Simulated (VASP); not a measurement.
# Cr (Fm-3m) in VASP: single point with PBE

Aim: the single point of Cr with PBE.

All numbers are computed with VASP 6.6.1; they aren't measurements. Logs are shortened: lines on timing, memory, paths and dates and some standing lists are left out, and cuts for length are marked.

## 1. The cell of the first run

It takes space group Fm-3m (No. 225, cubic). Conventional cell: a = 3.772 Å, b = 3.772 Å, c = 3.772 Å, α = 90.00°, β = 90.00°, γ = 90.00°. Cr (site symmetry m-3m) has 12 Cr at 2.67 Å within 3.5 Å.

This isn't the form of Cr at room conditions, which is bcc.

## 2. Single point, PBE

File POSCAR:

```
Cr
1.0
    0.0000000000      1.8857670000      1.8857670000
    1.8857670000      0.0000000000      1.8857670000
    1.8857670000      1.8857670000      0.0000000000
Cr
1
Direct
    0.0000000000      0.0000000000      0.0000000000
```

File INCAR.step1:

```
ALGO = Normal
EDIFF = 1E-6
ENCUT = 520
GGA = PE
GGA_COMPAT = F
ISIF = 2
ISMEAR = -1
LASPH = T
LCHARG = T
LMAXMIX = 4
LORBIT = 11
LREAL = F
LWAVE = F
NBANDS = 13
NEDOS = 2001
NELM = 120
PREC = Accurate
SIGMA = 0.1
```

File KPOINTS.step1:

```
k-points
0
Gamma
  15 15 15
```

File INCAR.step2:

```
ALGO = Normal
EDIFF = 1E-6
ENCUT = 520
GGA = PE
GGA_COMPAT = F
ICHARG = 11
ISIF = 2
ISMEAR = -5
LASPH = T
LCHARG = F
LMAXMIX = 4
LORBIT = 10
LREAL = F
LWAVE = F
NEDOS = 2001
NELM = 120
PREC = Accurate
SIGMA = 0.1
```

File KPOINTS.step2:

```
k-points
0
Gamma
  23 23 23
```

Potentials or basis: VASP PAW PBE potentials, release 64 (Cr_sv).

On the command line:

```sh
> cat potpaw_PBE.64/Cr_sv/POTCAR > POTCAR
> cp INCAR.step1 INCAR
> cp KPOINTS.step1 KPOINTS
> mpirun -np 1 vasp_std > vasp.out
> cp INCAR.step2 INCAR
> cp KPOINTS.step2 KPOINTS
> mpirun -np 1 vasp_std > vasp.out
```

OUTCAR:

```text
EDIFF = 1E-6
   ENCUT = 520
   GGA = PE
   ICHARG = 11
   ISIF = 2
   ISMEAR = -5
   LASPH = T
   LORBIT = 10
   LREAL = F
   NELM = 120
   PREC = Accurate

 ion  position               nearest neighbor table
   1  0.000  0.000  0.000-

  LATTYP: Found a face centered cubic cell.
 ALAT       =     3.7715340000

  Lattice vectors:

 A1 = (   0.0000000000,   1.8857670000,   1.8857670000)
 A2 = (   1.8857670000,   0.0000000000,   1.8857670000)
 A3 = (   1.8857670000,   1.8857670000,   0.0000000000)

Analysis of symmetry for initial positions (statically):
=====================================================================
 Subroutine PRICEL returns:
 Original cell was already a primitive cell.

 Routine SETGRP: Setting up the symmetry group for a
 face centered cubic supercell.

 Subroutine GETGRP returns: Found 48 space group operations
 (whereof 48 operations were pure point group operations)
 out of a pool of 48 trial point group operations.

The static configuration has the point symmetry O_h .

Analysis of symmetry for dynamics (positions and initial velocities):
=====================================================================
 Subroutine PRICEL returns:
 Original cell was already a primitive cell.

 Routine SETGRP: Setting up the symmetry group for a
 face centered cubic supercell.

 Subroutine GETGRP returns: Found 48 space group operations
 (whereof 48 operations were pure point group operations)
 out of a pool of 48 trial point group operations.

The dynamic configuration has the point symmetry O_h .

 Subroutine INISYM returns: Found 48 space group operations
 (whereof 48 operations are pure point group operations),
 and found     1 'primitive' translations

----------------------------------------------------------------------------------------

                                     Primitive cell

  volume of cell :      13.4120

  direct lattice vectors                    reciprocal lattice vectors
     0.000000000  1.885767000  1.885767000    -0.265144103  0.265144103  0.265144103
     1.885767000  0.000000000  1.885767000     0.265144103 -0.265144103  0.265144103
     1.885767000  1.885767000  0.000000000     0.265144103  0.265144103 -0.265144103

  length of vectors
     2.666877267  2.666877267  2.666877267     0.459243058  0.459243058  0.459243058

  position of ions in fractional coordinates (direct lattice)
     0.000000000  0.000000000  0.000000000

  ion indices of the primitive-cell ions
   primitive index   ion index
                 1           1

[... 85 lines left out ...]
   NUPDOWN=      -1.0000    fix difference up-down
   EMIN   =  10.00;   EMAX   =-10.00  energy-range for DOS
   EFERMI =   0.00;   METHOD = LEGACY
   ISMEAR =    -5;   SIGMA  =   0.10  broadening in eV -4-tet -1-fermi 0-gaus
   EFERMI_NEDOS =   21; number of points for ismear=-14 and -15
   IALGO  =     38    algorithm
   IMIX   =      4    mixing-type and parameters
     AMIX     =   0.40;   BMIX     =  1.00
     AMIX_MAG =   1.60;   BMIX_MAG =  1.00
  volume/ion in A,a.u.               =      13.41        90.51
  Fermi-wavevector in a.u.,A,eV,Ry     =   1.660681  3.138232 37.522970  2.757860
  Thomas-Fermi vector in A             =   2.747875
   LORBIT       =     10    0 simple, 1 ext, 2 COOP (PROOUT), +10 PAW based schemes
   GGA     = PE    functional components
   LHFCALC =     F    Hartree Fock is set to
   AEXX    =    0.0000 exact exchange contribution
   IVDW    =     0    specifies the selected vdW correction
   LEPSILON=     F    determine dielectric tensor
   LRPA    =     F    only Hartree local field effects (RPA)
 non-spin polarized calculation
 Fermi weights with tetrahedron method with Bloechl corrections
  energy-cutoff  :      520.00
  volume of cell :       13.41
 maximum number of plane-waves:       376

 number of electron      14.0000016 magnetization

 Free energy of the ion-electron system (eV)
  ---------------------------------------------------
  ext. energy  EPLUGINS =         0.00000000
  ---------------------------------------------------
  free energy    TOTEN  =        -9.08088875 eV

  energy without entropy =       -9.08088875  energy(sigma->0) =       -9.08088875

 E-fermi :  11.3843     XC(G=0): -12.8705

 val. band max:       11.3947909057   @ k =   0.4783   0.3043   0.0000
 cond. band min:      11.3762656538   @ k =  -0.4348   0.1739   0.0870
 fundamental gap:     -0.0185252518
 Fermi energy:        11.3842753839

 k-point     1 :       0.0000    0.0000    0.0000
  band No.  band energies     occupation
      1     -60.1535      2.00000
      2     -31.1209      2.00000
      3     -31.1209      2.00000
      4     -31.1209      2.00000
      5       4.2915      2.00000
      6      11.0482      2.00000
      7      11.0482      2.00000
      8      11.0482      2.00000
      9      12.5324      0.00000
     10      12.5324      0.00000
     11      30.4332      0.00000
[... 309 lines left out ...]
 k-point    24 :      -0.4783    0.0435    0.0000
  band No.  band energies     occupation
      1     -60.0466      2.00000
      2     -31.6891      2.00000
      3     -31.2050      2.00000
      4     -31.1993      2.00000
      5       7.9784      2.00000
      6      10.8932      2.00000
      7      10.9902      2.00000
      8      11.8064      0.00000
      9      13.5243      0.00000
     10      13.7759      0.00000
     11      19.4141      0.00000

 [... further k-points ...]

------------------------ aborting loop because EDIFF is reached ----------------------------------------

  FORCE on cell =-STRESS in cart. coord.  units (eV):
  Direction    XX          YY          ZZ          XY          YZ          ZX
  --------------------------------------------------------------------------------------
  -------------------------------------------------------------------------------------
  Total       -2.1924406     -2.1924406     -2.1924406      0.0000000      0.0000000     -0.0000000
  in kB     -261.9053267   -261.9053267   -261.9053267      0.0000000      0.0000000     -0.0000000
  external PRESSURE =    -261.9053267 kB  Pullay stress =       0.0000000 kB

 VOLUME and BASIS-vectors are now :
 -----------------------------------------------------------------------------
  energy-cutoff  :      520.00
  volume of cell :       13.41
      direct lattice vectors                 reciprocal lattice vectors
     0.000000000  1.885767000  1.885767000    -0.265144103  0.265144103  0.265144103
     1.885767000  0.000000000  1.885767000     0.265144103 -0.265144103  0.265144103
     1.885767000  1.885767000  0.000000000     0.265144103  0.265144103 -0.265144103

 POSITION                                       TOTAL-FORCE (eV/Angst)
 -----------------------------------------------------------------------------------
      0.00000      0.00000      0.00000         0.000000      0.000000      0.000000
 -----------------------------------------------------------------------------------
    total drift:                               -0.000000     -0.000000      0.000000

  FREE ENERGIE OF THE ION-ELECTRON SYSTEM (eV)
  ---------------------------------------------------
  free  energy   TOTEN  =        -9.0808887549 eV

  energy  without entropy=       -9.0808887549  energy(sigma->0) =       -9.08088875

 total charge

# of ion       s       p       d       tot
------------------------------------------
    1        2.165   5.995   3.498  11.659
```

OSZICAR.step1:

```text
N       E                     dE             d eps       ncg     rms          rms(c)
DAV:   1     0.165367211902E+03    0.16537E+03   -0.78309E+03  3639   0.160E+03
DAV:   2    -0.391060418369E+01   -0.16928E+03   -0.16084E+03  3125   0.484E+02
DAV:   3    -0.103352439010E+02   -0.64246E+01   -0.63158E+01  4186   0.110E+02
DAV:   4    -0.108711741858E+02   -0.53593E+00   -0.53441E+00  5147   0.249E+01
DAV:   5    -0.108736218590E+02   -0.24477E-02   -0.24475E-02  4178   0.167E+00    0.111E+01
DAV:   6    -0.919238178481E+01    0.16812E+01   -0.51878E+00  4075   0.723E+01    0.372E+00
DAV:   7    -0.912080851998E+01    0.71573E-01   -0.33519E-01  4537   0.173E+01    0.189E+00
DAV:   8    -0.911602225853E+01    0.47863E-02   -0.12358E-02  5345   0.174E+00    0.750E-01
DAV:   9    -0.911621819979E+01   -0.19594E-03   -0.42049E-03  5033   0.204E+00    0.674E-02
DAV:  10    -0.911615047899E+01    0.67721E-04   -0.91725E-05  4634   0.151E-01    0.976E-03
DAV:  11    -0.911614524365E+01    0.52353E-05   -0.72840E-06  4737   0.699E-02    0.605E-03
DAV:  12    -0.911614459561E+01    0.64805E-06   -0.21068E-07  2155   0.842E-03
   1 F= -.91161446E+01 E0= -.90823888E+01  d E =-.675116E-01
```

It took 95 s on 1 thread of AMD EPYC, shared host; peak memory 0.13 GiB.

What came out:

| Property | Result |
| --- | --- |
| Valence electrons inside the program's atomic spheres | Cr 11.66 |

Caveat: the run has no spin polarisation, though such a crystal can be magnetic. Spin polarisation is off, so any magnetic state and its effect on volume and gap are missing.
